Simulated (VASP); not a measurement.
# C (a cell with a defect) in VASP: further runs, part 2 of 2

VASP 6.6.1.

**3. Single point, PBEsol**

Input file INCAR:

```
SYSTEM = C
PREC = Accurate ; ENCUT = 520
EDIFF = 1E-7 ; ISMEAR = 0
SIGMA = 0.05 ; LREAL = Auto
LASPH = .TRUE. ; NELM = 80
ALGO = Normal ; ISIF = 2
LWAVE = .FALSE. ; LCHARG = .FALSE.
GGA = PS ; NBANDS = 43
```

Input file KPOINTS:

```
Automatic mesh
0
G
  6 6 6
  0 0 0
```

Input file POSCAR:

```
C
1.0
    0.0000000000      3.5537981836     -3.5537981836
   -3.5537981836      0.0000000000     -3.5537981836
   -3.5537981836      3.5537981836      0.0000000000
C
15
Direct
    0.2500000000      0.7500000000      0.2500000000
    0.7500000000      0.2500000000      0.2500000000
    0.2500000000      0.2500000000      0.2500000000
    0.7500000000      0.7500000000      0.7500000000
    0.2500000000      0.7500000000      0.7500000000
    0.7500000000      0.2500000000      0.7500000000
    0.2500000000      0.2500000000      0.7500000000
    0.8750000000      0.3750000000      0.3750000000
    0.3750000000      0.3750000000      0.3750000000
    0.8437500000      0.8437500000      0.3437500000
    0.3750000000      0.8750000000      0.3750000000
    0.8750000000      0.3750000000      0.8750000000
    0.3750000000      0.3750000000      0.8750000000
    0.8750000000      0.8750000000      0.8750000000
    0.3750000000      0.8750000000      0.8750000000
```

Potentials or basis: VASP PAW PBE potentials, release 64 (C).

The run is started by

```
$ cat potpaw_PBE.64/C/POTCAR > POTCAR
$ mpirun -np 1 vasp_std > vasp.out
```

OUTCAR:

```text
SYSTEM = C
   PREC = Accurate
   ENCUT = 520
   EDIFF = 1E-7
   ISMEAR = 0
   LREAL = Auto
   LASPH = .TRUE.
   NELM = 80
   ISIF = 2
   GGA = PS

 ion  position               nearest neighbor table
   1  0.250  0.750  0.250-  11 1.54   9 1.54  15 1.54  10 1.71
   2  0.750  0.250  0.250-   8 1.54   9 1.54  12 1.54  10 1.71
   3  0.250  0.250  0.250-   9 1.54   8 1.54  11 1.54  13 1.54
   4  0.750  0.750  0.750-  14 1.54  12 1.54  15 1.54  10 1.71
   5  0.250  0.750  0.750-  15 1.54  13 1.54  14 1.54  11 1.54
   6  0.750  0.250  0.750-  12 1.54   8 1.54  13 1.54  14 1.54
   7  0.250  0.250  0.750-  13 1.54  12 1.54   9 1.54  15 1.54
   8  0.875  0.375  0.375-   2 1.54   3 1.54   6 1.54
   9  0.375  0.375  0.375-   3 1.54   2 1.54   1 1.54   7 1.54
  10  0.844  0.844  0.344-   1 1.71   2 1.71   4 1.71
  11  0.375  0.875  0.375-   1 1.54   3 1.54   5 1.54
  12  0.875  0.375  0.875-   6 1.54   4 1.54   2 1.54   7 1.54
  13  0.375  0.375  0.875-   7 1.54   5 1.54   6 1.54   3 1.54
  14  0.875  0.875  0.875-   4 1.54   5 1.54   6 1.54
  15  0.375  0.875  0.875-   5 1.54   4 1.54   1 1.54   7 1.54

  LATTYP: Found a face centered cubic cell.
 ALAT       =     7.1075963672

  Lattice vectors:

 A1 = (   0.0000000000,   3.5537981836,  -3.5537981836)
 A2 = (  -3.5537981836,   0.0000000000,  -3.5537981836)
 A3 = (  -3.5537981836,   3.5537981836,   0.0000000000)

Analysis of symmetry for initial positions (statically):
=====================================================================
 Subroutine PRICEL returns:
 Original cell was already a primitive cell.

 Routine SETGRP: Setting up the symmetry group for a
 face centered cubic supercell.

 Subroutine GETGRP returns: Found  6 space group operations
 (whereof  2 operations were pure point group operations)
 out of a pool of 48 trial point group operations.

The static configuration has the point symmetry C_1h.
 The point group associated with its full space group is C_3v.
[... 176 lines left out ...]
 NGX is ok and might be reduce to    40
   NGX = 19   NGY = 19   NGZ = 19

 number of electron      59.9999993 magnetization

 Free energy of the ion-electron system (eV)
  ---------------------------------------------------
  ext. energy  EPLUGINS =         0.00000000
  ---------------------------------------------------
  free energy    TOTEN  =      -136.53486073 eV

  energy without entropy =     -136.52991470  energy(sigma->0) =     -136.53238771

 E-fermi :   9.5499     XC(G=0): -13.2165

 val. band max:        9.5462679349   @ k =   0.3333   0.1667   0.3333
 cond. band min:       9.5555277178   @ k =   0.5000   0.5000   0.0000
 fundamental gap:      0.0092597829
 Fermi energy:         9.5499136269

 k-point     1 :       0.0000    0.0000    0.0000
  band No.  band energies     occupation
      1     -12.0938      2.00000
      2      -6.5596      2.00000
      3      -6.5596      2.00000
      4      -6.4043      2.00000
      5      -5.5167      2.00000
      6      -4.3429      2.00000
[... 1069 lines left out ...]
     41      18.1862      0.00000
     42      18.9238      0.00000

 [... further k-points ...]

 [bands above 42 left out]

------------------------ aborting loop because EDIFF is reached ----------------------------------------

  FORCE on cell =-STRESS in cart. coord.  units (eV):
  Direction    XX          YY          ZZ          XY          YZ          ZX
  --------------------------------------------------------------------------------------
  -------------------------------------------------------------------------------------
  Total       -5.6941995     -5.6941995     -5.6941995      5.1821116      5.1821116     -5.1821116
  in kB     -101.6330551   -101.6330551   -101.6330551     92.4930426     92.4930426    -92.4930426
  external PRESSURE =    -101.6330551 kB  Pullay stress =       0.0000000 kB

 VOLUME and BASIS-vectors are now :
 -----------------------------------------------------------------------------
  energy-cutoff  :      520.00
  volume of cell :       89.77
      direct lattice vectors                 reciprocal lattice vectors
     0.000000000  3.553798184 -3.553798184     0.140694540  0.140694540 -0.140694540
    -3.553798184  0.000000000 -3.553798184    -0.140694540 -0.140694540 -0.140694540
    -3.553798184  3.553798184  0.000000000    -0.140694540  0.140694540  0.140694540

 POSITION                                       TOTAL-FORCE (eV/Angst)
 -----------------------------------------------------------------------------------
     -3.55380      1.77690     -3.55380         1.761052     -0.360067      0.360067
     -1.77690      3.55380     -3.55380         0.360067     -1.761052      0.360067
     -1.77690      1.77690     -1.77690        -0.099054      0.099054     -0.755855
     -5.33070      5.33070     -5.33070         0.360067     -0.360067      1.761052
     -5.33070      3.55380     -3.55380        -0.099054      0.755855     -0.099054
     -3.55380      5.33070     -3.55380        -0.755855      0.099054     -0.099054
     -3.55380      3.55380     -1.77690        -0.011087      0.011087     -0.011087
     -2.66535      4.44225     -4.44225         2.210565      2.479685      2.210565
     -2.66535      2.66535     -2.66535        -0.008932      0.008932     -0.203744
     -4.22014      4.22014     -5.99703        -3.329951      3.329951     -3.329951
     -4.44225      2.66535     -4.44225        -2.479685     -2.210565      2.210565
     -4.44225      6.21915     -4.44225        -0.203744      0.008932     -0.008932
     -4.44225      4.44225     -2.66535         0.093979     -0.093979      0.093979
     -6.21915      6.21915     -6.21915         2.210565     -2.210565     -2.479685
     -6.21915      4.44225     -4.44225        -0.008932      0.203744     -0.008932
 -----------------------------------------------------------------------------------
    total drift:                                0.000302     -0.000302      0.000302

  FREE ENERGIE OF THE ION-ELECTRON SYSTEM (eV)
  ---------------------------------------------------
  free  energy   TOTEN  =      -136.5348607256 eV

  energy  without entropy=     -136.5299147029  energy(sigma->0) =     -136.53238771
```

stdout:

```text
POSCAR found type information on POSCAR C
 POSCAR found :  1 types and      15 ions
 scaLAPACK will be used
 -----------------------------------------------------------------------------
|                                                                             |
|                                                                             |
|     You enforced a specific xc type in the INCAR file but a different       |
|     I HOPE YOU KNOW WHAT YOU ARE DOING!                                     |
|                                                                             |
 -----------------------------------------------------------------------------

 LDA part: xc-table for (Slater+PW92), standard interpolation
 POSCAR, INCAR and KPOINTS ok, starting setup
 FFT: planning ... GRIDC
 FFT: planning ... GRID_SOFT
 FFT: planning ... GRID
 WAVECAR not read
 entering main loop
```

Wall time 8.9 min (1 thread of Intel Xeon 8259CL, shared host); peak memory 0.26 GiB.

What came out:

* Free energy: -136.5349 eV
* Pressure: -10.2 GPa
* Largest force: 5.768 eV/Å
* Band gap on the k mesh: zero (bands 30 and 31 overlap by 2.48 eV)

Forces in eV/Å, atoms in the order of the input:
```
C    1.761 -0.360  0.360
C    0.360 -1.761  0.360
C   -0.099  0.099 -0.756
C    0.360 -0.360  1.761
C   -0.099  0.756 -0.099
C   -0.756  0.099 -0.099
C   -0.011  0.011 -0.011
C    2.211  2.480  2.211
C   -0.009  0.009 -0.204
C   -3.330  3.330 -3.330
C   -2.480 -2.211  2.211
C   -0.204  0.009 -0.009
C    0.094 -0.094  0.094
C    2.211 -2.211 -2.480
C   -0.009  0.204 -0.009
```

Levels at points of the mesh, in eV from the Fermi level:
```tsv
k point	band 28	band 29	band 30	band 31	band 32	band 33
(0.00, 0.00, 0.00)	-1.56	-1.50	2.19	2.30	2.30	3.93
(0.50, 0.00, 0.00)	-2.41	-2.23	-2.20	1.61	1.63	4.95
(0.50, 0.50, 0.50)	-1.83	-1.47	-1.47	0.69	0.69	5.74
(0.50, 0.50, 0.00)	-3.57	-2.58	-1.86	0.01	1.02	4.14
```

Caveat: the cell differs from its parent crystal (atoms taken out, atom 10 moved 0.250 of the way to it and +0.000 Å across, host rigid); the PAW data sets were made with another functional, which shifts forces and pressure a little.
